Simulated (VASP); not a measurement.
# Si (Fd-3m) in VASP: a series of runs

Si is run at these levels: LDA; tasks: single point, relaxation of cell and atoms.

Everything below comes from runs of VASP 6.6.1. Logs are shortened: lines on timing, memory, paths and dates and some standing lists are left out, and cuts for length are marked.

### 1 The cell of the first run

Symmetry: Fd-3m, No. 227, cubic system. Conventional cell: a = 5.444 Å, b = 5.444 Å, c = 5.444 Å, α = 90.00°, β = 90.00°, γ = 90.00°. Si (site symmetry -43m) has 4 Si at 2.36 Å within 3.1 Å.

### 2 Single point, LDA

The input, INCAR:

```
SYSTEM = Si
PREC = Accurate
ENCUT = 500
EDIFF = 1E-6
ISMEAR = 0
SIGMA = 0.1
LREAL = .FALSE.
LASPH = .TRUE.
NELM = 120
ALGO = Normal
ISIF = 2
LWAVE = .FALSE.
LCHARG = .FALSE.
NBANDS = 11
GGA_COMPAT = .FALSE.
```

The input, KPOINTS:

```
Automatic mesh
0
G
  6 6 6
  0 0 0
```

The input, POSCAR:

```
Si
1.0
    0.0000000000      2.7218511900      2.7218511900
    2.7218511900      0.0000000000      2.7218511900
    2.7218511900      2.7218511900      0.0000000000
Si
2
Direct
    0.0000000000      0.0000000000      0.0000000000
    0.2500000000      0.2500000000      0.2500000000
```

Potentials or basis: VASP PAW LDA potentials, release 64 (Si).

Command:

```console
$ cat potpaw_LDA.64/Si/POTCAR > POTCAR
$ mpirun -np 1 vasp_std > vasp.out
```

OUTCAR:

```text
SYSTEM = Si
   PREC = Accurate
   ENCUT = 500
   EDIFF = 1E-6
   ISMEAR = 0
   LREAL = .FALSE.
   LASPH = .TRUE.
   NELM = 120
   ISIF = 2

 ion  position               nearest neighbor table
   1  0.000  0.000  0.000-   2 2.36   2 2.36   2 2.36   2 2.36
   2  0.250  0.250  0.250-   1 2.36   1 2.36   1 2.36   1 2.36

  LATTYP: Found a face centered cubic cell.
 ALAT       =     5.4437023800

  Lattice vectors:

 A1 = (   0.0000000000,   2.7218511900,   2.7218511900)
 A2 = (   2.7218511900,   0.0000000000,   2.7218511900)
 A3 = (   2.7218511900,   2.7218511900,   0.0000000000)

Analysis of symmetry for initial positions (statically):
=====================================================================
 Subroutine PRICEL returns:
 Original cell was already a primitive cell.

 Routine SETGRP: Setting up the symmetry group for a
 face centered cubic supercell.

 Subroutine GETGRP returns: Found 48 space group operations
 (whereof 24 operations were pure point group operations)
 out of a pool of 48 trial point group operations.

The static configuration has the point symmetry T_d .
 The point group associated with its full space group is O_h .

Analysis of symmetry for dynamics (positions and initial velocities):
=====================================================================
 Subroutine PRICEL returns:
 Original cell was already a primitive cell.

 Routine SETGRP: Setting up the symmetry group for a
 face centered cubic supercell.

 Subroutine GETGRP returns: Found 48 space group operations
 (whereof 24 operations were pure point group operations)
 out of a pool of 48 trial point group operations.

The dynamic configuration has the point symmetry T_d .
 The point group associated with its full space group is O_h .

 Subroutine INISYM returns: Found 48 space group operations
 (whereof 24 operations are pure point group operations),
 and found     1 'primitive' translations

----------------------------------------------------------------------------------------

                                     Primitive cell

  volume of cell :      40.3295

  direct lattice vectors                    reciprocal lattice vectors
     0.000000000  2.721851190  2.721851190    -0.183698507  0.183698507  0.183698507
     2.721851190  0.000000000  2.721851190     0.183698507 -0.183698507  0.183698507
     2.721851190  2.721851190  0.000000000     0.183698507  0.183698507 -0.183698507

  length of vectors
     3.849278868  3.849278868  3.849278868     0.318175147  0.318175147  0.318175147

  position of ions in fractional coordinates (direct lattice)
     0.000000000  0.000000000  0.000000000
     0.250000000  0.250000000  0.250000000

  ion indices of the primitive-cell ions
   primitive index   ion index
                 1           1
                 2           2

----------------------------------------------------------------------------------------

 KPOINTS: Automatic mesh

Automatic generation of k-mesh.
 Grid dimensions read from file:
 generate k-points for:    6    6    6

 Generating k-lattice:

  Cartesian coordinates                     Fractional coordinates (reciprocal lattice)
    -0.030616418  0.030616418  0.030616418     0.166666667  0.000000000  0.000000000
     0.030616418 -0.030616418  0.030616418     0.000000000  0.166666667  0.000000000
     0.030616418  0.030616418 -0.030616418     0.000000000  0.000000000  0.166666667

  Length of vectors
     0.053029191  0.053029191  0.053029191

  Shift w.r.t. Gamma in fractional coordinates (k-lattice)
     0.000000000  0.000000000  0.000000000

 Subroutine IBZKPT returns following result:
 ===========================================

 Found     16 irreducible k-points:

 Following reciprocal coordinates:
            Coordinates               Weight
  0.000000  0.000000  0.000000      1.000000
  0.166667  0.000000  0.000000      8.000000
  0.333333  0.000000  0.000000      8.000000
  0.500000  0.000000  0.000000      4.000000
  0.166667  0.166667  0.000000      6.000000
  0.333333  0.166667  0.000000     24.000000
[... 8 lines left out ...]
 -0.333333  0.333333  0.166667     24.000000
 -0.333333  0.500000  0.166667     12.000000
   k-points           NKPTS =     16   k-points in BZ     NKDIM =     16   number of bands    NBANDS=     11
   number of dos      NEDOS =    301   number of ions     NIONS =      2
   total plane-waves  NPLWV =  21952
   dimension x,y,z NGX =    28 NGY =   28 NGZ =   28
   dimension x,y,z NGXF=    56 NGYF=   56 NGZF=   56
   ions per type =               2
   NGX,Y,Z   is equivalent  to a cutoff of  12.09, 12.09, 12.09 a.u.
   NGXF,Y,Z  is equivalent  to a cutoff of  24.19, 24.19, 24.19 a.u.
 SYSTEM =  Si
   PREC   = accura    normal or accurate (medium, high low for compatibility)
   ISTART =      0    job   : 0-new  1-cont  2-samecut
   ICHARG =      2    charge: 1-file 2-atom 10-const
   ISPIN  =      1    spin polarized calculation?
   LNONCOLLINEAR =      F non collinear calculations
   LSORBIT =      F    spin-orbit coupling
   LASPH  =      T    aspherical Exc in radial PAW
   ENCUT  =  500.0 eV  36.75 Ry    6.06 a.u.   7.02  7.02  7.02*2*pi/ulx,y,z
   NELM   =    120;   NELMIN=  2; NELMDL= -5     # of ELM steps
   EDIFF  = 0.1E-05   stopping-criterion for ELM
   LREAL  =      F    real-space projection
   EDIFFG = 0.1E-04   stopping-criterion for IOM
   NSW    =      0    number of steps for IOM
   IBRION =     -1    ionic relax: 0-MD 1-quasi-New 2-CG
   NFREE  =      0    steps in history (QN), initial steepest desc. (CG)
   ISIF   =      2    stress and relaxation
   ISYM   =      2    0-nonsym 1-usesym 2-fastsym
   POTIM  = 0.5000    time-step for ionic-motion
   TEBEG  =    0.0;   TEEND  =   0.0 temperature during run
   PSTRESS=    0.0 pullay stress
   NELECT =       8.0000    total number of electrons
   NUPDOWN=      -1.0000    fix difference up-down
   EMIN   =  10.00;   EMAX   =-10.00  energy-range for DOS
   EFERMI =   0.00;   METHOD = LEGACY
   ISMEAR =     0;   SIGMA  =   0.10  broadening in eV -4-tet -1-fermi 0-gaus
   EFERMI_NEDOS =   21; number of points for ismear=-14 and -15
   IALGO  =     38    algorithm
   IMIX   =      4    mixing-type and parameters
     AMIX     =   0.40;   BMIX     =  1.00
     AMIX_MAG =   1.60;   BMIX_MAG =  1.00
  volume/ion in A,a.u.               =      20.16       136.08
  Fermi-wavevector in a.u.,A,eV,Ry     =   0.954766  1.804247 12.402783  0.911579
  Thomas-Fermi vector in A             =   2.083543
   LORBIT       =      0    0 simple, 1 ext, 2 COOP (PROOUT), +10 PAW based schemes
   GGA     = CA    functional components
   LHFCALC =     F    Hartree Fock is set to
   AEXX    =    0.0000 exact exchange contribution
   IVDW    =     0    specifies the selected vdW correction
   LEPSILON=     F    determine dielectric tensor
   LRPA    =     F    only Hartree local field effects (RPA)
 non-spin polarized calculation
 Gauss-broadening in eV      SIGMA  =   0.10
  energy-cutoff  :      500.00
  volume of cell :       40.33
 maximum number of plane-waves:      1034
   NGX = 13   NGY = 13   NGZ = 13

 number of electron       8.0000001 magnetization

 Free energy of the ion-electron system (eV)
  ---------------------------------------------------
  ext. energy  EPLUGINS =         0.00000000
  ---------------------------------------------------
  free energy    TOTEN  =       -11.88819066 eV

  energy without entropy =      -11.88819045  energy(sigma->0) =      -11.88819055

 E-fermi :   6.0043     XC(G=0):  -9.5759

 val. band max:        5.7054656900   @ k =   0.0000   0.0000   0.0000
 cond. band min:       6.3168676642   @ k =   0.5000   0.5000   0.0000
 fundamental gap:      0.6114019742
 Fermi energy:         6.0042703060

 k-point     1 :       0.0000    0.0000    0.0000
  band No.  band energies     occupation
      1      -6.2054      2.00000
      2       5.7055      1.99998
      3       5.7055      1.99998
      4       5.7055      1.99998
      5       8.2224      0.00000
      6       8.2224      0.00000
      7       8.2224      0.00000
      8       8.8324      0.00000
      9      13.3459      0.00000
     10      13.4247      0.00000
     11      13.4247      0.00000

 k-point     2 :       0.1667    0.0000    0.0000
  band No.  band energies     occupation
      1      -5.8462      2.00000
      2       3.3136      2.00000
      3       5.2572      2.00000
      4       5.2572      2.00000
      5       7.9399      0.00000
      6       8.8650      0.00000
      7       8.8650      0.00000
      8      10.9618      0.00000
      9      12.7619      0.00000
     10      12.7619      0.00000
     11      14.5083      0.00000

 k-point     3 :       0.3333    0.0000    0.0000
  band No.  band energies     occupation
      1      -4.8358      2.00000
      2       0.3739      2.00000
      3       4.7119      2.00000
      4       4.7119      2.00000
      5       7.3341      0.00000
      6       9.1604      0.00000
      7       9.1604      0.00000
      8      13.3504      0.00000
      9      13.6352      0.00000
     10      13.6352      0.00000
     11      14.5638      0.00000

 k-point     4 :       0.5000    0.0000    0.0000
  band No.  band energies     occupation
      1      -3.8841      2.00000
      2      -1.2546      2.00000
      3       4.5157      2.00000
      4       4.5157      2.00000
      5       7.1058      0.00000
      6       8.9952      0.00000
      7       8.9952      0.00000
      8      13.2021      0.00000
      9      16.2013      0.00000
     10      16.2013      0.00000
     11      16.7804      0.00000
[... 127 lines left out ...]
 k-point    14 :       0.5000    0.3333    0.1667
  band No.  band energies     occupation
      1      -3.9287      2.00000
      2       0.0698      2.00000
      3       2.1347      2.00000
      4       3.4144      2.00000
      5       8.4738      0.00000
      6       9.3235      0.00000
      7       9.8419      0.00000
      8      12.6659      0.00000
      9      14.5966      0.00000
     10      15.4541      0.00000
     11      18.5214      0.00000

 k-point    15 :      -0.3333    0.3333    0.1667
  band No.  band energies     occupation
      1      -2.9484      2.00000
      2      -1.1221      2.00000
      3       1.6936      2.00000
      4       2.9474      2.00000
      5       8.9731      0.00000
      6       9.1660      0.00000
      7      11.6976      0.00000
      8      12.1065      0.00000
      9      13.1509      0.00000
     10      16.6750      0.00000
     11      17.4972      0.00000

 k-point    16 :      -0.3333    0.5000    0.1667
  band No.  band energies     occupation
      1      -1.9666      2.00000
      2      -1.9666      2.00000
      3       2.0624      2.00000
      4       2.0624      2.00000
      5       8.3624      0.00000
      6       8.3624      0.00000
      7      12.3536      0.00000
      8      12.3536      0.00000
      9      16.1364      0.00000
     10      16.1364      0.00000
     11      18.5014      0.00000

------------------------ aborting loop because EDIFF is reached ----------------------------------------

  FORCE on cell =-STRESS in cart. coord.  units (eV):
  Direction    XX          YY          ZZ          XY          YZ          ZX
  --------------------------------------------------------------------------------------
  -------------------------------------------------------------------------------------
  Total       -0.5091003     -0.5091003     -0.5091003      0.0000000      0.0000000     -0.0000000
  in kB      -20.2251047    -20.2251047    -20.2251047      0.0000000      0.0000000     -0.0000000
  external PRESSURE =     -20.2251047 kB  Pullay stress =       0.0000000 kB

 VOLUME and BASIS-vectors are now :
 -----------------------------------------------------------------------------
  energy-cutoff  :      500.00
  volume of cell :       40.33
      direct lattice vectors                 reciprocal lattice vectors
     0.000000000  2.721851190  2.721851190    -0.183698507  0.183698507  0.183698507
     2.721851190  0.000000000  2.721851190     0.183698507 -0.183698507  0.183698507
     2.721851190  2.721851190  0.000000000     0.183698507  0.183698507 -0.183698507

 POSITION                                       TOTAL-FORCE (eV/Angst)
 -----------------------------------------------------------------------------------
      0.00000      0.00000      0.00000         0.000000      0.000000      0.000000
      1.36093      1.36093      1.36093        -0.000000     -0.000000     -0.000000
 -----------------------------------------------------------------------------------
    total drift:                                0.000000      0.000000     -0.000000

  FREE ENERGIE OF THE ION-ELECTRON SYSTEM (eV)
  ---------------------------------------------------
  free  energy   TOTEN  =       -11.8881906615 eV

  energy  without entropy=      -11.8881904481  energy(sigma->0) =      -11.88819055
```

It took 3.5 s on 1 thread of AMD EPYC 9R45 (Zen 5), shared host; peak memory 0.1 GiB.

What came out:

- Free energy: -11.8882 eV
- Pressure: -2.0 GPa
- Band gap on the k mesh: 0.61 eV (least direct gap 2.52 eV)

Levels at points of the mesh, in eV from the valence-band top:
| k point | band 2 | band 3 | band 4 | band 5 | band 6 | band 7 |
| --- | --- | --- | --- | --- | --- | --- |
| (0.00, 0.00, 0.00) | 0.00 | 0.00 | 0.00 | 2.52 | 2.52 | 2.52 |
| (0.50, 0.00, 0.00) | -6.96 | -1.19 | -1.19 | 1.40 | 3.29 | 3.29 |
| (0.50, 0.50, 0.00) | -7.79 | -2.84 | -2.84 | 0.61 | 0.61 | 9.91 |

A k mesh can miss the band edges.

### 3 Single point, LDA

This run uses another cell than the first one, of 19.70 Å³/atom.

The input, INCAR:

```
PREC     = Accurate       # precision mode
ENCUT    = 500            # plane-wave cutoff, eV
EDIFF    = 1E-6           # SCF threshold, eV
ISMEAR   = 0              # smearing method
SIGMA    = 0.02           # smearing width, eV
LREAL    = False          # projectors in reciprocal space
LASPH    = True           # aspherical terms in the spheres
NELM     = 120            # most SCF steps
ALGO     = Normal         # electronic algorithm
ISIF     = 2              # what is computed and relaxed
LWAVE    = False          # write WAVECAR
LCHARG   = False          # write CHGCAR
NBANDS   = 11             # bands
GGA_COMPAT= False
```

The input, KPOINTS:

```
regular mesh
0
Gamma
  8 8 8
```

The input, POSCAR:

```
Si
1.0
    0.0000000000      2.7009713491      2.7009713491
    2.7009713491      0.0000000000      2.7009713491
    2.7009713491      2.7009713491      0.0000000000
Si
2
Direct
    0.0000000000      0.0000000000      0.0000000000
    0.2500000000      0.2500000000      0.2500000000
```

Potentials or basis: VASP PAW LDA potentials, release 64 (Si).

Command:

```console
$ cat potpaw_LDA.64/Si/POTCAR > POTCAR
$ mpirun -np 1 vasp_std > vasp.out
```

It took 5.6 s on 1 thread of AMD EPYC 9R45 (Zen 5), shared host; peak memory 0.1 GiB.

Results (log left out):

- Free energy: -11.9155 eV
- Pressure: 0.1 GPa
- Band gap on the k mesh: 0.49 eV (least direct gap 2.53 eV)

Levels at points of the mesh, in eV from the valence-band top:
```tsv
k point	band 1	band 2	band 3	band 4	band 5	band 6	band 7	band 8	band 9
(0.00, 0.00, 0.00)	-12.07	0.00	0.00	0.00	2.53	2.53	2.53	3.39	7.74
(0.50, 0.00, 0.00)	-9.69	-7.07	-1.21	-1.21	1.49	3.28	3.28	7.54	10.56
(0.50, 0.50, 0.00)	-7.87	-7.87	-2.90	-2.90	0.57	0.57	10.11	10.11	10.97
```

A k mesh can miss the band edges.

### 4 Relaxation of cell and atoms, LDA

The input, INCAR:

```
ALGO     = Normal         # electronic algorithm
EDIFF    = 1E-7           # SCF threshold, eV
EDIFFG   = -0.002         # ionic threshold
ENCUT    = 500            # plane-wave cutoff, eV
GGA_COMPAT= F            
IBRION   = 2              # ionic algorithm
ISIF     = 3              # what is computed and relaxed
ISMEAR   = 0              # smearing method
LASPH    = T              # aspherical terms in the spheres
LCHARG   = F              # write CHGCAR
LREAL    = F              # projectors in reciprocal space
LWAVE    = F              # write WAVECAR
NELM     = 120            # most SCF steps
NELMIN   = 4            
NSW      = 100            # ionic steps
PREC     = Accurate       # precision mode
SIGMA    = 0.02           # smearing width, eV
```

The input, KPOINTS:

```
k-points
0
Gamma
  8 8 8
```

The input, POSCAR:

```
Si
1.0
    0.0000000000      2.7218511900      2.7218511900
    2.7218511900      0.0000000000      2.7218511900
    2.7218511900      2.7218511900      0.0000000000
Si
2
Direct
    0.0000000000      0.0000000000      0.0000000000
    0.2500000000      0.2500000000      0.2500000000
```

Command:

```console
$ cat potpaw_LDA.64/Si/POTCAR > POTCAR
$ mpirun -np 1 vasp_std > vasp.out
```

Wall time 9.3 s (1 thread of AMD EPYC 9R45 (Zen 5), shared host); peak memory 0.1 GiB.

The run converged. Its results:

| Property | Result |
| --- | --- |
| Free energy | -11.9156 eV |
| Relaxed volume | 19.72 Å³/atom |
| Relaxed cell | a = 3.820 Å, b = 3.820 Å, c = 3.820 Å, α = 60.00°, β = 60.00°, γ = 60.00° |
| Space group after relaxing (to 0.1 Å) | Fd-3m (No. 227) |
| Energy gained by relaxing | 3.0 meV/atom |
| Ionic steps | 3 |
| Pressure after relaxing | 0.0 GPa |
| Band gap on the k mesh | 0.49 eV (least direct gap 2.53 eV) |

The path:
```
step  energy change (eV)  largest force (eV/Å)  pressure (GPa)  volume (Å³)
   1              0.0000                0.0000           -2.08        40.33
   2             -0.0030                0.0000            1.56        38.82
   3             -0.0060                0.0000            0.00        39.43
```

Final structure:
```
CELL_PARAMETERS angstrom
0.00000 2.70150 2.70150
2.70150 0.00000 2.70150
2.70150 2.70150 0.00000
ATOMIC_POSITIONS crystal
Si 0.00000 0.00000 0.00000
Si 0.25000 0.25000 0.25000
```

Levels at points of the mesh, in eV from the valence-band top:
```
           k point  band 1  band 2  band 3  band 4  band 5  band 6  band 7  band 8
(0.00, 0.00, 0.00)  -12.06    0.00    0.00    0.00    2.53    2.53    2.53    3.39
(0.50, 0.00, 0.00)   -9.69   -7.06   -1.21   -1.21    1.48    3.28    3.28    7.54
(0.50, 0.50, 0.00)   -7.86   -7.86   -2.89   -2.89    0.57    0.57   10.11   10.11
```

A k mesh can miss the band edges.

### 5 Relaxation of cell and atoms, LDA

This run uses another cell than the first one, of 19.70 Å³/atom.

The input, INCAR:

```
SYSTEM = Si
PREC = Accurate
ENCUT = 500
EDIFF = 1E-7
ISMEAR = 0
SIGMA = 0.02
LREAL = .FALSE.
LASPH = .TRUE.
NELM = 120
ALGO = Normal
ISIF = 3
LWAVE = .FALSE.
LCHARG = .FALSE.
IBRION = 2
NSW = 100
EDIFFG = -0.002
GGA_COMPAT = .FALSE.
NELMIN = 4
```

The input, KPOINTS:

```
Automatic mesh
0
G
  12 12 12
  0 0 0
```

The input, POSCAR:

```
Si
1.0
    0.0000000000      2.7009713491      2.7009713491
    2.7009713491      0.0000000000      2.7009713491
    2.7009713491      2.7009713491      0.0000000000
Si
2
Direct
    0.0000000000      0.0000000000      0.0000000000
    0.2500000000      0.2500000000      0.2500000000
```

Command:

```console
$ cat potpaw_LDA.64/Si/POTCAR > POTCAR
$ mpirun -np 1 vasp_std > vasp.out
```

Run time: 17 s. Hardware: 1 thread of AMD EPYC 9R45 (Zen 5), shared host; peak memory 0.11 GiB.

The run converged. Its results:

* Free energy: -11.9197 eV
* Relaxed volume: 19.71 Å³/atom
* Relaxed cell: a = 3.820 Å, b = 3.820 Å, c = 3.820 Å, α = 60.00°, β = 60.00°, γ = 60.00°
* Space group after relaxing (to 0.1 Å): Fd-3m (No. 227)
* Energy gained by relaxing: 0.0 meV/atom
* Ionic steps: 3
* Pressure after relaxing: 0.0 GPa
* Band gap on the k mesh: 0.44 eV (least direct gap 2.53 eV)

Final structure:
```
Si
1.0
     0.00000    2.70140    2.70140
     2.70140    0.00000    2.70140
     2.70140    2.70140    0.00000
Si
2
Direct
  0.00000 0.00000 0.00000
  0.25000 0.25000 0.25000
```

Levels at points of the mesh, in eV from the valence-band top:
```csv
k point,band 1,band 2,band 3,band 4,band 5,band 6,band 7,band 8
"(0.00, 0.00, 0.00)",-12.06,0.00,0.00,0.00,2.53,2.53,2.53,3.39
"(0.50, 0.00, 0.00)",-9.69,-7.06,-1.21,-1.21,1.48,3.29,3.29,7.54
"(0.50, 0.50, 0.00)",-7.86,-7.86,-2.89,-2.89,0.58,0.58,10.11,10.11
```

A k mesh can miss the band edges.

### 6 The runs side by side

```csv
task,cell,k mesh,smearing,gap on the mesh (eV),pressure (GPa),relaxed volume (Å³/atom)
single point,"a = 3.849 Å, angles 60.0°, 2 atoms",6 × 6 × 6,gaussian 0.1 eV,0.61,-2.0,-
single point,"a = 3.820 Å, angles 60.0°, 2 atoms",8 × 8 × 8,gaussian 0.02 eV,0.49,0.1,-
relaxation of cell and atoms,"relaxed from a = 3.849 Å, angles 60.0°, 2 atoms",8 × 8 × 8,gaussian 0.02 eV,0.49,0.0,19.72
relaxation of cell and atoms,"relaxed from a = 3.820 Å, angles 60.0°, 2 atoms",12 × 12 × 12,gaussian 0.02 eV,0.44,0.0,19.71
```

Alike in all rows: level LDA; potentials or basis VASP PAW LDA potentials, release 64 (Si); no spin polarisation; cutoff (eV) 500.

Absolute energies hang on the potentials; compare differences alone.
